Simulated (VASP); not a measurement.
# BaErB4 (F-43m) in VASP: a series of runs

Runs on BaErB4. Level: PBE. Tasks: relaxation of cell and atoms, single point.

Everything below comes from runs of VASP 6.6.1. Logs are shortened: lines on timing, memory, paths and dates and some standing lists are left out, and cuts for length are marked.

### Step 1. The cell of the first run

Symmetry: F-43m, No. 216, cubic system. Conventional cell: a = 7.084 Å, b = 7.084 Å, c = 7.084 Å, α = 90.00°, β = 90.00°, γ = 90.00°. Ba (site symmetry -43m) has 12 B at 3.05 Å and 4 Er at 3.07 Å within 4.0 Å. Er (site symmetry -43m) has 12 B at 2.89 Å and 4 Ba at 3.07 Å within 3.8 Å. B (site symmetry 3m) has 3 B at 1.74 Å within 2.3 Å.

The cell was generated, and may not be a known phase.

### Step 2. Relaxation of cell and atoms, PBE

File INCAR:

```
SYSTEM = BaErB4
ALGO = Normal
EDIFF = 1E-7
EDIFFG = -0.01
ENCUT = 500
GGA = PE
GGA_COMPAT = .FALSE.
IBRION = 2
ISIF = 3
ISMEAR = 0
LASPH = .TRUE.
LCHARG = .FALSE.
LMAXMIX = 6
LREAL = .FALSE.
LWAVE = .FALSE.
NELM = 200
NELMIN = 4
NSW = 100
PREC = Accurate
SIGMA = 0.1
```

File KPOINTS:

```
k-points
0
G
  10 10 10
  0 0 0
```

File POSCAR:

```
BaErB4
1.0
    0.0000000000      3.5419441461      3.5419441461
    3.5419441461      0.0000000000      3.5419441461
    3.5419441461      3.5419441461      0.0000000000
Ba Er B
1 1 4
Direct
    0.0000000000      0.0000000000      0.0000000000
    0.2500000000      0.2500000000      0.2500000000
    0.5868527073      0.5868527073      0.5868527073
    0.5868527073      0.5868527073      0.2394418782
    0.5868527073      0.2394418782      0.5868527073
    0.2394418782      0.5868527073      0.5868527073
```

Potentials or basis: VASP PAW PBE potentials, release 64 (Ba_sv, Er_3, B), 4f in core.

The run is started by

```bash
$ cat potpaw_PBE.64/Ba_sv/POTCAR potpaw_PBE.64/Er_3/POTCAR potpaw_PBE.64/B/POTCAR > POTCAR
$ mpirun -np 1 vasp_std > vasp.out
```

OUTCAR:

```text
SYSTEM = BaErB4
   EDIFF = 1E-7
   EDIFFG = -0.01
   ENCUT = 500
   GGA = PE
   IBRION = 2
   ISIF = 3
   ISMEAR = 0
   LASPH = .TRUE.
   LREAL = .FALSE.
   NELM = 200
   NELMIN = 4
   NSW = 100
   PREC = Accurate

 ion  position               nearest neighbor table
   1  0.000  0.000  0.000-   4 3.05   5 3.05   6 3.05   3 3.05   3 3.05   3 3.05   5 3.05   5 3.05
                             6 3.05   4 3.05   4 3.05   6 3.05   2 3.07   2 3.07   2 3.07   2 3.07
   2  0.250  0.250  0.250-   5 2.89   6 2.89   4 2.89   6 2.89   4 2.89   5 2.89   3 2.89   3 2.89
                             3 2.89   4 2.89   5 2.89   6 2.89   1 3.07   1 3.07   1 3.07   1 3.07
   3  0.587  0.587  0.587-   4 1.74   5 1.74   6 1.74   2 2.89   2 2.89   2 2.89   1 3.05   1 3.05
                             1 3.05
   4  0.587  0.587  0.239-   3 1.74   5 1.74   6 1.74   2 2.89   2 2.89   2 2.89   1 3.05   1 3.05
                             1 3.05
   5  0.587  0.239  0.587-   3 1.74   4 1.74   6 1.74   2 2.89   2 2.89   2 2.89   1 3.05   1 3.05
                             1 3.05
   6  0.239  0.587  0.587-   3 1.74   4 1.74   5 1.74   2 2.89   2 2.89   2 2.89   1 3.05   1 3.05
                             1 3.05

  LATTYP: Found a face centered cubic cell.
 ALAT       =     7.0838882922

  Lattice vectors:

 A1 = (   0.0000000000,   3.5419441461,   3.5419441461)
 A2 = (   3.5419441461,   0.0000000000,   3.5419441461)
 A3 = (   3.5419441461,   3.5419441461,   0.0000000000)

Analysis of symmetry for initial positions (statically):
=====================================================================
 Subroutine PRICEL returns:
 Original cell was already a primitive cell.

 Routine SETGRP: Setting up the symmetry group for a
 face centered cubic supercell.

 Subroutine GETGRP returns: Found 24 space group operations
 (whereof 24 operations were pure point group operations)
 out of a pool of 48 trial point group operations.

The static configuration has the point symmetry T_d .

Analysis of symmetry for dynamics (positions and initial velocities):
=====================================================================
 Subroutine PRICEL returns:
 Original cell was already a primitive cell.

 Routine SETGRP: Setting up the symmetry group for a
 face centered cubic supercell.

 Subroutine GETGRP returns: Found 24 space group operations
 (whereof 24 operations were pure point group operations)
 out of a pool of 48 trial point group operations.

The dynamic configuration has the point symmetry T_d .

 Subroutine INISYM returns: Found 24 space group operations
[... 115 lines left out ...]
   PSTRESS=    0.0 pullay stress
   NELECT =      31.0000    total number of electrons
   NUPDOWN=      -1.0000    fix difference up-down
   EMIN   =  10.00;   EMAX   =-10.00  energy-range for DOS
   EFERMI =   0.00;   METHOD = LEGACY
   ISMEAR =     0;   SIGMA  =   0.10  broadening in eV -4-tet -1-fermi 0-gaus
   EFERMI_NEDOS =   21; number of points for ismear=-14 and -15
   IALGO  =     38    algorithm
   IMIX   =      4    mixing-type and parameters
     AMIX     =   0.40;   BMIX     =  1.00
     AMIX_MAG =   1.60;   BMIX_MAG =  1.00
  volume/ion in A,a.u.               =      14.81        99.95
  Fermi-wavevector in a.u.,A,eV,Ry     =   1.152419  2.177756 18.069479  1.328069
  Thomas-Fermi vector in A             =   2.289070
   LORBIT       =      0    0 simple, 1 ext, 2 COOP (PROOUT), +10 PAW based schemes
   GGA     = PE    functional components
   LHFCALC =     F    Hartree Fock is set to
   AEXX    =    0.0000 exact exchange contribution
   IVDW    =     0    specifies the selected vdW correction
   LEPSILON=     F    determine dielectric tensor
   LRPA    =     F    only Hartree local field effects (RPA)
 conjugate gradient relaxation of ions
 non-spin polarized calculation
 Gauss-broadening in eV      SIGMA  =   0.10
  energy-cutoff  :      500.00
  volume of cell :       88.87
 maximum number of plane-waves:      2279
 NGX is ok and might be reduce to    40

--------------------------------------- Ionic step        1  -------------------------------------------

 number of electron      31.0000001 magnetization

 Free energy of the ion-electron system (eV)
  ---------------------------------------------------
  ext. energy  EPLUGINS =         0.00000000
  ---------------------------------------------------
  free energy    TOTEN  =       -29.13534115 eV

  energy without entropy =      -29.12278565  energy(sigma->0) =      -29.12906340

------------------------ aborting loop because EDIFF is reached ----------------------------------------

  FORCE on cell =-STRESS in cart. coord.  units (eV):
  Direction    XX          YY          ZZ          XY          YZ          ZX
  --------------------------------------------------------------------------------------
  -------------------------------------------------------------------------------------
  Total        0.8174368      0.8174368      0.8174368      0.0000000      0.0000000     -0.0000000
  in kB       14.7370189     14.7370189     14.7370189      0.0000000      0.0000000     -0.0000000
  external PRESSURE =      14.7370189 kB  Pullay stress =       0.0000000 kB
[... 147 lines left out ...]
--------------------------------------- Ionic step        5  -------------------------------------------

 number of electron      31.0000002 magnetization

 Free energy of the ion-electron system (eV)
  ---------------------------------------------------
  ext. energy  EPLUGINS =         0.00000000
  ---------------------------------------------------
  free energy    TOTEN  =       -29.14358972 eV

  energy without entropy =      -29.13052946  energy(sigma->0) =      -29.13705959

 E-fermi :   4.0915     XC(G=0): -10.6293

 val. band max:        4.0678863399   @ k =  -0.2000   0.2000   0.0000
 cond. band min:       4.0938379802   @ k =   0.4000   0.1000   0.0000
 fundamental gap:      0.0259516403
 Fermi energy:         4.0915230524

 k-point     1 :       0.0000    0.0000    0.0000
  band No.  band energies     occupation
      1     -23.0194      2.00000
      2     -20.8634      2.00000
      3     -20.8634      2.00000
      4     -20.8634      2.00000
      5      -8.8290      2.00000
      6      -8.5704      2.00000
[... 505 lines left out ...]
      6      -8.5828      2.00000
[... 11 lines left out ...]
     18       6.1383      0.00000
     19       6.8059      0.00000

 [... further k-points ...]

------------------------ aborting loop because EDIFF is reached ----------------------------------------

  FORCE on cell =-STRESS in cart. coord.  units (eV):
  Direction    XX          YY          ZZ          XY          YZ          ZX
  --------------------------------------------------------------------------------------
  -------------------------------------------------------------------------------------
  Total        0.0063015      0.0063015      0.0063015      0.0000000     -0.0000000      0.0000000
  in kB        0.1113968      0.1113968      0.1113968      0.0000000     -0.0000000      0.0000000
  external PRESSURE =       0.1113968 kB  Pullay stress =       0.0000000 kB
[... 21 lines left out ...]
  FREE ENERGIE OF THE ION-ELECTRON SYSTEM (eV)
  ---------------------------------------------------
  free  energy   TOTEN  =       -29.1435897230 eV

  energy  without entropy=      -29.1305294615  energy(sigma->0) =      -29.13705959

 reached required accuracy - stopping structural energy minimisation
```

CONTCAR:

```text
BaErB4
   1.00000000000000
    -0.0000000000000000    3.5652076671818564    3.5652076671818564
     3.5652076671818564    0.0000000000000000    3.5652076671818564
     3.5652076671818564    3.5652076671818564    0.0000000000000000
  Ba              Er              B
     1     1     4
Direct
     0.0000000000000000    0.0000000000000000    0.0000000000000000
     0.2500000000000000    0.2500000000000000    0.2500000000000000
     0.5863431886906300    0.5863431886906300    0.5863431886906300
     0.5863431886906300    0.5863431886906300    0.2409704340280975
     0.5863431886906300    0.2409704340280975    0.5863431886906300
     0.2409704340280975    0.5863431886906300    0.5863431886906300

  0.00000000E+00  0.00000000E+00  0.00000000E+00
  0.00000000E+00  0.00000000E+00  0.00000000E+00
  0.00000000E+00  0.00000000E+00  0.00000000E+00
  0.00000000E+00  0.00000000E+00  0.00000000E+00
  0.00000000E+00  0.00000000E+00  0.00000000E+00
  0.00000000E+00  0.00000000E+00  0.00000000E+00
```

Wall time 3.6 min (1 thread of Intel Xeon 6975P-C (Granite Rapids), shared host); peak memory 0.3 GiB.

Results:

| Item | Value |
| --- | --- |
| Free energy | -29.1436 eV |
| Relaxed volume | 15.11 Å³/atom |
| Relaxed cell | a = 5.042 Å, b = 5.042 Å, c = 5.042 Å, α = 60.00°, β = 60.00°, γ = 60.00° |
| Space group after relaxing (to 0.1 Å) | F-43m (No. 216) |
| Energy gained by relaxing | 1.4 meV/atom |
| Ionic steps | 5 |
| Pressure after relaxing | 0.0 GPa |
| Band gap on the k mesh | zero (an odd number of electrons rules out a gap without spin polarisation) |

Step by step:
```tsv
step	energy change (eV)	largest force (eV/Å)	pressure (GPa)	volume (Å³)
1	0.0000	0.0198	1.47	88.87
2	-0.0063	0.1844	-0.37	90.63
3	-0.0066	0.1555	-0.05	90.31
4	-0.0080	0.0598	0.04	90.75
5	-0.0082	0.0009	0.01	90.63
```

Final structure:
```yaml
crystal:
  lattice:
    - [0.00000, 3.56521, 3.56521]
    - [3.56521, 0.00000, 3.56521]
    - [3.56521, 3.56521, 0.00000]
  atoms:
    - { symbol: Ba, position: [0.00000, 0.00000, 0.00000] }
    - { symbol: Er, position: [0.25000, 0.25000, 0.25000] }
    - { symbol: B, position: [0.58634, 0.58634, 0.58634] }
    - { symbol: B, position: [0.58634, 0.58634, 0.24097] }
    - { symbol: B, position: [0.58634, 0.24097, 0.58634] }
    - { symbol: B, position: [0.24097, 0.58634, 0.58634] }
```

Caveat: spin-orbit coupling is left out, which moves the levels of the heavy elements; the 4f electrons are frozen in the core, so they carry no moment and show no levels; an odd number of electrons without spin polarisation forces a metal; a magnetic or distorted state may lie lower. Spin polarisation is off, so any magnetic state and its effect on volume and gap are missing.

### Step 3. Single point, PBE

This run uses another cell than the first one: it holds 12 atoms, not 6.

File INCAR:

```
PREC = Accurate
ENCUT = 500
EDIFF = 1E-6
ISMEAR = 0
SIGMA = 0.2
LREAL = False
LASPH = True
NELM = 200
ALGO = Normal
ISIF = 2
LWAVE = False
LCHARG = False
GGA = PE
NBANDS = 43
GGA_COMPAT = False
LMAXMIX = 6
```

File KPOINTS:

```
regular mesh
0
Gamma
  6 6 6
```

File POSCAR:

```
BaErB4
1.0
   -3.5457791055      0.0000000000     -3.5457791055
   -3.5457791055     -3.5457791055      0.0000000000
   -7.0915582110      3.5457791055      3.5457791055
Ba Er B
2 2 8
Direct
    0.5000000000      0.5000000000      0.5000000000
    1.0000000000      1.0000000000      1.0000000000
    0.6250000000      0.6250000000      0.1250000000
    0.1250000000      0.1250000000      0.6250000000
    0.1198679639      0.1198679639      0.2933773454
    0.6198679639      0.6198679639      0.7933773454
    0.1198679639      0.4668867268      0.2933773454
    0.6198679639      0.9668867268      0.7933773454
    0.4668867268      0.1198679639      0.2933773454
    0.9668867268      0.6198679639      0.7933773454
    0.2933773454      0.2933773454      0.1198679639
    0.7933773454      0.7933773454      0.6198679639
```

Potentials or basis: VASP PAW PBE potentials, release 64 (Ba_sv, Er_3, B), 4f in core.

The run is started by

```bash
$ cat potpaw_PBE.64/Ba_sv/POTCAR potpaw_PBE.64/Er_3/POTCAR potpaw_PBE.64/B/POTCAR > POTCAR
$ mpirun -np 1 vasp_std > vasp.out
```

Run time: 3.3 min. Hardware: 1 thread of Intel Xeon 6975P-C (Granite Rapids), shared host; peak memory 0.42 GiB.

The run converged. Its results:

```
Free energy            : -58.3224 eV
Pressure               : 1.2 GPa
Largest force          : 0.014 eV/Å
Band gap on the k mesh : zero (bands 31 and 32 overlap by 1.28 eV)
```

Forces in eV/Å, atoms in the order of the input:
```
Ba  -0.004  0.004  0.004
Ba  -0.004  0.004  0.004
Er  -0.008  0.008  0.008
Er  -0.008  0.008  0.008
B   -0.004 -0.010 -0.010
B   -0.004 -0.010 -0.010
B    0.010  0.004 -0.010
B    0.010  0.004 -0.010
B    0.010 -0.010  0.004
B    0.010 -0.010  0.004
B   -0.004  0.004  0.004
B   -0.004  0.004  0.004
```

Levels at points of the mesh, in eV from the Fermi level:
```
           k point  band 29  band 30  band 31  band 32  band 33  band 34  band 35  band 36
(0.00, 0.00, 0.00)    -1.21    -1.21    -1.21    -0.21     0.55     0.55     1.65     2.46
(0.50, 0.00, 0.00)    -0.80    -0.80     0.22     0.22     0.75     0.75     2.02     2.02
(0.50, 0.50, 0.00)    -0.73    -0.21     0.55     0.55     0.92     0.92     1.09     1.65
(0.00, 0.00, 0.50)    -1.13    -1.13    -0.51    -0.51    -0.51    -0.51     3.34     3.34
```

Caveat: spin-orbit coupling is left out, which moves the levels of the heavy elements; the 4f electrons are frozen in the core, so they carry no moment and show no levels. Spin polarisation is off, so any magnetic state and its effect on volume and gap are missing.

The gap in the log of VASP goes by the Fermi energy; the results here count the filled bands.